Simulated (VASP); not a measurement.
Here is a VASP 6.6.1 calculation.

The input INCAR:

```
SYSTEM = Si
ALGO     = Normal         ! electronic algorithm
EDIFF    = 1E-6           ! SCF threshold, eV
ENCUT    = 520            ! plane-wave cutoff, eV
ISIF     = 2              ! what is computed and relaxed
ISMEAR   = 0              ! smearing method
LASPH    = .TRUE.         ! aspherical terms in the spheres
LCHARG   = .FALSE.        ! write CHGCAR
LREAL    = .FALSE.        ! projectors in reciprocal space
LWAVE    = .FALSE.        ! write WAVECAR
NBANDS   = 16             ! bands
NELM     = 100            ! most SCF steps
PREC     = Accurate       ! precision mode
SIGMA    = 0.02           ! smearing width, eV
```

The input KPOINTS:

```
k-points
0
G
  12 12 6
  0 0 0
```

POSCAR

```
Si
1.0
    3.9160347437      0.0000000000      0.0000000000
   -1.9580173719      3.3913855702      0.0000000000
    0.0000000000      0.0000000000      6.2283534369
Si
4
Direct
    0.3333333333      0.6666666667      0.0605146223
    0.6666666667      0.3333333333      0.5605146223
    0.3333333333      0.6666666667      0.4394853777
    0.6666666667      0.3333333333      0.9394853777
```

Potentials or basis: VASP PAW LDA potentials, release 64 (Si).

The run is started by

```sh
$ cat potpaw_LDA.64/Si/POTCAR > POTCAR
$ mpirun -np 1 vasp_std > vasp.out
```

Q: Predict the band gap on the k mesh.

A: 0.23 eV (least direct gap 0.46 eV).

Q: Estimate the pressure.

A: -4.1 GPa.

Stress tensor (GPa, compression positive):
```
-6.26  0.00  0.00
 0.00 -6.26  0.00
 0.00  0.00  0.07
```

Caveat: the cell differs from its parent crystal (biaxial strain in the a-b plane: +3.0 %, then relaxed in part); the stress differs along the axes, from -6 to 0 GPa. A k mesh can miss the band edges.
